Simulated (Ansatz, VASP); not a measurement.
# HgTe in VASP and in Ansatz

INCAR

```
SYSTEM = HgTe
PREC = Accurate
ENCUT = 520
EDIFF = 1E-6
ISMEAR = -1
SIGMA = 0.02
LREAL = .False.
LASPH = .True.
NELM = 60
ALGO = Normal
ISIF = 2
LWAVE = .False.
LCHARG = .False.
GGA = PE
NBANDS = 16
```

The input KPOINTS:

```
regular mesh
0
Gamma
  6 6 6
  0 0 0
```

POSCAR

```
HgTe
1.0
    0.0000000000      3.2891578888      3.2891578888
    3.2069289416      0.0000000000      3.2891578888
    3.2069289416      3.2891578888      0.0000000000
Hg Te
1 1
Direct
    0.0000000000      0.0000000000      0.0000000000
    0.2500000000      0.2500000000      0.2500000000
```

Input for Ansatz:

```yaml
crystal:
  lattice:
    - [0.0, 3.2891578888, 3.2891578888]
    - [3.2069289416, 0.0, 3.2891578888]
    - [3.2069289416, 3.2891578888, 0.0]
  atoms:
    - { symbol: Hg, position: [0.0, 0.0, 0.0] }
    - { symbol: Te, position: [0.25, 0.25, 0.25] }
kpoints:
  mp_grid: { grid: [6, 6, 6] }
  band_path:
    path:
      - [0.0, 0.0, 0.0]
      - [-0.5, -0.5, 0.0]
      - [-0.375, -0.375, 0.25]
      - [-0.375, 0.0, 0.375]
      - [0.0, 0.0, 0.5]
      - [-0.5, -0.25, 0.25]
      - [-0.019531, -0.019531, 0.0]
    npoints: 1
hamiltonian:
  xc: pbe
scf:
  occupations: { method: fermi_dirac, width: 0.02 }
  n_extra_bands: 4
output:
  forces: true
  stress: true
  eigenvalues: true
  write_density: true
  write_potential: true
  elf: true
  volumetric_format: npy
```

Change from the starting cell: uniaxial_x strain -2.5%.

Alike in both runs: task single point; functional PBE; k mesh 6 × 6 × 6; occupations fermi-dirac, width 0.02 eV; no spin polarisation.

```csv
,VASP,Ansatz
version,VASP 6.6.1,Ansatz 0.2.0
potentials or method,"VASP PAW PBE potentials, release 64 (Hg, Te)","plane waves, PAW"
plane-wave cutoff (eV),520,420
valence electrons in the cell,18,36
```

|  | VASP | Ansatz | Ansatz less VASP |
| --- | --- | --- | --- |
| pressure (GPa) | 2.4 | 2.4 | -0.06 |
| traceless stress, the component that is largest in VASP (GPa) | 0.18 | 0.18 | 0.000 |

VASP's potentials hold 18 valence electrons a cell and Ansatz's 36, so a difference there can come from the potentials and not from the codes.

Neither program's run includes spin-orbit coupling.
